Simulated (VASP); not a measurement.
Crystal: NiSb.

```
Sb Ni
1.0
     3.92800    0.00000    0.00000
    -1.96400    3.40175    0.00000
     0.00000    0.00000    5.12000
Sb Ni
2 2
Direct
  0.66667 0.33333 0.75000
  0.33333 0.66667 0.25000
  0.00000 0.00000 0.50000
  0.00000 0.00000 0.00000
```

Program: VASP 6.6.1. Alike in all runs: task single point; cell as given; k mesh 8 × 8 × 5; cutoff (eV) 520; smearing fermi-dirac 0.05 eV.

**Question.** Order these runs on this cell by their pressure, lowest first.
A. level LDA; potentials or basis VASP PAW LDA potentials, release 64 (Sb, Ni); spin collinear, ferromagnetic start
B. level r2SCAN; potentials or basis VASP PAW PBE potentials, release 64 (Sb, Ni); spin collinear, ferromagnetic start
C. level PBE; potentials or basis VASP PAW PBE potentials, release 64 (Sb, Ni); spin collinear, ferrimagnetic start

**Answer.** A (-5.3 GPa), B (0.1 GPa), C (3.6 GPa).

Caveats: the moments typed at the start vanished in this run; the cell stands under pressure (at least some runs); the PAW data sets were made with another functional, which shifts forces and pressure a little (at least some runs); the cell stands under tension (at least some runs).
